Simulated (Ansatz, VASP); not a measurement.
## One calculation of Li3HS, two programs

```
CELL_PARAMETERS angstrom
3.85189 0.00000 0.00000
0.00000 3.85189 0.00000
0.00000 0.00000 3.85189
ATOMIC_POSITIONS crystal
S 0.50000 0.50000 0.50000
H 0.00000 0.00000 0.00000
Li 0.50000 0.00000 0.00000
Li 0.00000 0.50000 0.00000
Li 0.00000 0.00000 0.50000
```

Alike in both runs: task relaxation of cell and atoms; functional PBE; k mesh 6 × 6 × 6; occupations gaussian, width 0.02 eV; no spin polarisation.

|  | VASP | Ansatz |
| --- | --- | --- |
| version | VASP 6.6.1 | Ansatz 0.2.0 |
| potentials or method | VASP PAW PBE potentials, release 64 (S, H, Li_sv), cutoff 600 eV | scalar-relativistic, plane waves, PAW |
| valence electrons in the cell | 16 | 16 |

Ansatz gave:

```
gap on the k mesh at the Fermi level, each at its own relaxed structure (eV) : 4.13
relaxed volume (Å³/atom)                                                     : 10.98
relaxed cell length with the largest relative difference (Å)                 : 3.801
```

Q: What did VASP give for the same quantities?

A: gap on the k mesh at the Fermi level, each at its own relaxed structure (eV): 4.17; relaxed volume (Å³/atom): 10.92; relaxed cell length with the largest relative difference (Å): 3.794.

Noted on VASP's run: the cutoff is short for stress, so the pressure is rough.
